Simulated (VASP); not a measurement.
Input of a VASP 6.6.1 run:

The input INCAR:

```
SYSTEM = CdS
PREC = Accurate
ENCUT = 520
EDIFF = 1E-7
ISMEAR = 0
SIGMA = 0.01
LREAL = .FALSE.
LASPH = .TRUE.
NELM = 60
ALGO = Normal
ISIF = 2
LWAVE = .FALSE.
LCHARG = .FALSE.
GGA = PE
NBANDS = 16
```

KPOINTS

```
Automatic mesh
0
G
  4 4 4
  0 0 0
```

Contents of POSCAR:

```
CdS
1.0
    0.0000000000      2.7267765504      2.7267765504
    2.7267765504      0.0000000000      2.7267765504
    2.7267765504      2.7267765504      0.0000000000
Cd S
1 1
Direct
    0.0000000000      0.0000000000      0.0000000000
    0.5000000000      0.5000000000      0.5000000000
```

Potentials or basis: VASP PAW PBE potentials, release 64 (Cd, S).

Command:

```sh
$ cat potpaw_PBE.64/Cd/POTCAR potpaw_PBE.64/S/POTCAR > POTCAR
$ mpirun -np 1 vasp_std > vasp.out
```

Q: Predict the band gap on the k mesh.

A: 0.21 eV, indirect (least direct gap 1.69 eV).

Q: Predict the pressure.

A: 2.6 GPa.

Caveat: the k points lie up to 0.50 Å⁻¹ apart. A k mesh can miss the band edges.
